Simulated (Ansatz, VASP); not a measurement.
## W in VASP and in Ansatz

```
W
1.0
     2.87085    0.00000    0.00000
     0.00000    2.87085    0.00000
     0.00000    0.00000   27.15000
W
6
Cartesian
  1.4354 1.4354 8.5000
  0.0000 0.0000 10.5300
  1.4354 1.4354 12.5600
  0.0000 0.0000 14.2843
  1.4354 1.4354 16.0723
  0.0000 0.0000 17.7801
```

Alike in both runs: task single point; functional LDA; k mesh 20 × 20 × 1; occupations gaussian, width 0.1 eV; no spin polarisation.

|  | VASP | Ansatz |
| --- | --- | --- |
| version | VASP 6.6.1 | Ansatz 0.2.0 |
| potentials or method | VASP PAW LDA potentials, release 64 (W_sv), cutoff 520 eV | scalar-relativistic, plane waves, PAW |
| valence electrons in the cell | 84 | 84 |

Ansatz gave:

```
gap on the k mesh at the Fermi level (eV)  : none
rms of the force components (eV/Å)         : 0.400
work function, face that differs most (eV) : 4.67
```

Task: Which values does VASP return?

Result: gap on the k mesh at the Fermi level (eV): none; rms of the force components (eV/Å): 0.404; work function, face that differs most (eV): 4.66.

LDA's correlation is that of Perdew and Zunger in VASP and of Perdew and Wang (1992) in Ansatz. Atom by atom the forces differ by 0.039 eV/Å (rms over components). A gap of «none» marks a metal or a gap that the smearing closes. Ansatz's warnings: xc potential rough in thin density.

Spin-orbit coupling is off throughout.
